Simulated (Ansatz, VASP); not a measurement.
**TiO2: VASP beside Ansatz**

```xyz
6
Lattice="4.5285 0.0000 0.0000 0.0000 4.5285 0.0000 0.0000 0.0000 2.9290" Properties=species:S:1:pos:R:3 pbc="T T T"
Ti    0.0000    0.0000    0.0000
Ti    2.2643    2.2643    1.4645
O     1.3725    1.3725    0.0000
O     3.1560    3.1560    0.0000
O     3.6368    0.8917    1.4645
O     0.8917    3.6368    1.4645
```

Change from the starting cell: volume scaled by 0.94, PAW files.

Alike in both runs: task single point; functional PBE; k mesh 8 × 8 × 11; occupations fermi-dirac, width 0.08 eV; no spin polarisation.

|  | VASP | Ansatz |
| --- | --- | --- |
| version | VASP 6.6.1 | Ansatz 0.2.0 |
| potentials or method | VASP PAW PBE potentials, release 64 (Ti_sv, O) | PAW with Ansatz's default frozen-core files, scalar-relativistic |
| plane-wave cutoff (eV) | 520 | 420 |
| valence electrons in the cell | 48 | 48 |

VASP gave:

| Property | Result |
| --- | --- |
| pressure (GPa) | 15.5 |
| traceless stress, the component that is largest in VASP (GPa) | 0.18 |
| rms of the force components (eV/Å) | 0.010 |

Question: Which values does Ansatz return?

Answer: Pressure (GPa): 14.8; traceless stress, the component that is largest in VASP (GPa): 0.00; rms of the force components (eV/Å): 0.000.

Atom by atom the forces differ by 0.010 eV/Å (rms over components).
